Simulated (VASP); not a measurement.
Mo, 1 atom in the cell. The structure is cubic, space group Im-3m (No. 229). Conventional cell: a = 3.160 Å, b = 3.160 Å, c = 3.160 Å, α = 90.00°, β = 90.00°, γ = 90.00°. Mo (site symmetry m-3m) has 14 Mo at 2.74 to 3.16 Å within 3.6 Å. 

```yaml
Program: VASP 6.6.1
Task: single point
Functional: PBE
Potentials_or_basis: VASP PAW PBE potentials, release 64 (Mo_sv)
Cutoff: 520 eV
k_mesh: 18 × 18 × 18
Occupations: gaussian, width 0.05 eV
Spin: no spin polarisation
Dipole_correction: no
Further_INCAR_settings: ALGO = Normal; EDIFF = 1e-07; NBANDS = 13
```

Potentials or basis: VASP PAW PBE potentials, release 64 (Mo_sv).

The run is started by

```bash
$ cat potpaw_PBE.64/Mo_sv/POTCAR > POTCAR
$ mpirun -np 1 vasp_std > vasp.out
```

Hardware: 1 thread of Intel(R) Xeon(R) 6975P-C (Granite Rapids), with other jobs on the host.

Q: How long does it take, and how much memory?

A: It took 15 s on 1 thread of Intel(R) Xeon(R) 6975P-C (Granite Rapids), with other jobs on the host, peak memory 0.15 GiB. Counts: scf iterations 13, k points 195.
